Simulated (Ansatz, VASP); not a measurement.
# Na in VASP and in Ansatz

File INCAR:

```
SYSTEM = Na
ALGO = Normal ; EDIFF = 1E-7
ENCUT = 520 ; GGA = CA
ISIF = 2 ; ISMEAR = 0
LASPH = .TRUE. ; LCHARG = .FALSE.
LREAL = .FALSE. ; LWAVE = .FALSE.
NBANDS = 10 ; NELM = 100
PREC = Accurate ; SIGMA = 0.15
```

The input KPOINTS:

```
k-points
0
G
  18 18 18
  0 0 0
```

File POSCAR:

```
Na
1.0
   -1.6613884745      1.9410174778      2.6691859400
    1.9410174778     -1.6613884745      2.6691859400
    1.8605164418      1.8605164418     -2.4700579728
Na
1
Direct
    0.0000000000      0.0000000000      0.0000000000
```

Input for Ansatz:

```yaml
crystal:
  lattice:
    - [-1.6613884745, 1.9410174778, 2.66918594]
    - [1.9410174778, -1.6613884745, 2.66918594]
    - [1.8605164418, 1.8605164418, -2.4700579728]
  atoms:
    - { symbol: Na, position: [0.0, 0.0, 0.0] }
basis:
  ecutwfc: 520.0
kpoints:
  mp_grid: { grid: [18, 18, 18] }
hamiltonian:
  xc: lda
  pseudopotentials: { kind: paw }
scf:
  occupations: { method: gaussian, width: 0.15 }
output:
  forces: true
  stress: true
  eigenvalues: true
```

Change from the starting cell: equal engineering shear yz, xz and xy +0.1100, equal normal strain along x, y and z +0.0500.

Alike in both runs: task single point; functional LDA; k mesh 18 × 18 × 18; occupations gaussian, width 0.15 eV; no spin polarisation.

|  | VASP | Ansatz |
| --- | --- | --- |
| version | VASP 6.6.1 | Ansatz 0.2.0 |
| potentials or method | VASP PAW LDA potentials, release 64 (Na_pv), cutoff 520 eV | scalar-relativistic, plane waves, PAW |
| valence electrons in the cell | 7 | 9 |

|  | VASP | Ansatz | Ansatz less VASP |
| --- | --- | --- | --- |
| gap on the k mesh at the Fermi level (eV) | none | none | - |
| pressure (GPa) | -0.9 | -0.9 | +0.02 |
| traceless stress, the component that is largest in VASP (GPa) | -0.43 | -0.42 | +0.001 |

LDA's correlation is that of Perdew and Zunger in VASP and of Perdew and Wang (1992) in Ansatz. A gap of «none» marks a metal or a gap that the smearing closes. VASP's potentials hold 7 valence electrons a cell and Ansatz's 9, so a difference there can come from the potentials and not from the codes.
